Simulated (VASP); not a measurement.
# Be3ZnTe4: single point with PBE

Be3ZnTe4:

```xyz
8
Lattice="5.7956 0.0000 0.0000 0.0000 5.7956 0.0000 0.0000 0.0000 5.7956" Properties=species:S:1:pos:R:3 pbc="T T T"
Be    0.0000    2.8978    0.0000
Be    0.0000    0.0000    2.8978
Be    2.8978    0.0000    0.0000
Zn    2.8978    2.8978    2.8978
Te    1.3872    4.4084    4.4084
Te    1.3872    1.3872    1.3872
Te    4.4084    4.4084    1.3872
Te    4.4084    1.3872    4.4084
```

```json
{"Program": "VASP 6.6.1", "Task": "single point", "Functional": "PBE", "Potentials or basis": "VASP PAW PBE potentials, release 64 (Be, Zn, Te)", "Cutoff": "520 eV", "k mesh": "6 × 6 × 6", "Occupations": "gaussian, width 0.02 eV", "Spin": "no spin polarisation"}
```

The pressure is 0.1 GPa, the largest force is 0.006 eV/Å and the band gap on the k mesh is 1.87 eV.

Forces in eV/Å, atoms in the order of the input:
```
Be   0.000  0.000  0.000
Be   0.000  0.000  0.000
Be   0.000  0.000  0.000
Zn   0.000  0.000  0.000
Te  -0.003  0.003  0.003
Te  -0.003 -0.003 -0.003
Te   0.003  0.003 -0.003
Te   0.003 -0.003  0.003
```

Levels at points of the mesh, in eV from the valence-band top:
```csv
k point,band 19,band 20,band 21,band 22,band 23,band 24
"(0.00, 0.00, 0.00)",0.00,0.00,0.00,1.87,2.11,2.11
"(0.50, 0.00, 0.00)",-1.74,-1.26,-1.26,2.46,2.87,3.92
"(0.50, 0.50, 0.00)",-1.11,-0.89,-0.89,3.41,3.47,3.47
"(0.50, 0.50, 0.50)",-0.71,-0.71,-0.71,2.09,2.75,2.75
```

Wall time 3.7 min on 1 thread of Intel Xeon 8259CL, with other jobs on the host, peak memory 0.39 GiB.

Caveat: spin-orbit coupling is left out, which moves the levels of the heavy elements. A k mesh can miss the band edges.
